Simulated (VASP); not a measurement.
Set up this calculation in VASP 6.6.1, as the native input.

| Item | Value |
| --- | --- |
| Task | single point |
| Functional | PBEsol |
| Potentials or basis | VASP PAW PBE potentials, release 64 (Zr_sv, B) |
| Cutoff | 520 eV |
| k mesh | 15 × 15 × 12 |
| Occupations | gaussian, width 0.15 eV |
| Spin | no spin polarisation |
| Dipole correction | no |
| Further INCAR settings | ALGO = Normal; EDIFF = 1e-06; NBANDS = 16 |

The structure of ZrB2 lies in POSCAR:

```
ZrB2
1.0
    3.2179000000      0.0000000000      0.0000000000
   -1.6089500000      2.7867831468      0.0000000000
    0.0000000000      0.0000000000      3.3899000000
Zr B
1 2
Direct
    0.0000000000      0.0000000000      0.0000000000
    0.3333333333      0.6666666667      0.5000000000
    0.6666666667      0.3333333333      0.5000000000
```

The input as run:

INCAR

```
SYSTEM = ZrB2
ALGO = Normal
EDIFF = 1E-6
ENCUT = 520
GGA = PS
ISIF = 2
ISMEAR = 0
LASPH = .True.
LCHARG = .True.
LELF = .True.
LREAL = .False.
LVHAR = .True.
LWAVE = .False.
NBANDS = 16
NELM = 80
PREC = Accurate
SIGMA = 0.15
```

KPOINTS

```
k-points
0
Gamma
  15 15 12
  0 0 0
```

Potentials or basis: VASP PAW PBE potentials, release 64 (Zr_sv, B).

Command:

```sh
$ cat potpaw_PBE.64/Zr_sv/POTCAR potpaw_PBE.64/B/POTCAR > POTCAR
$ mpirun -np 1 vasp_std > vasp.out
```

Results of the run:

```
Pressure               : -1.5 GPa
Band gap on the k mesh : zero (bands 9 and 10 overlap by 0.82 eV)
```

Caveat: the PAW data sets were made with another functional, which shifts forces and pressure a little.

Run time: 28 s on 1 thread of Intel(R) Xeon(R) 6975P-C (Granite Rapids), with other jobs on the host, peak memory 0.21 GiB.
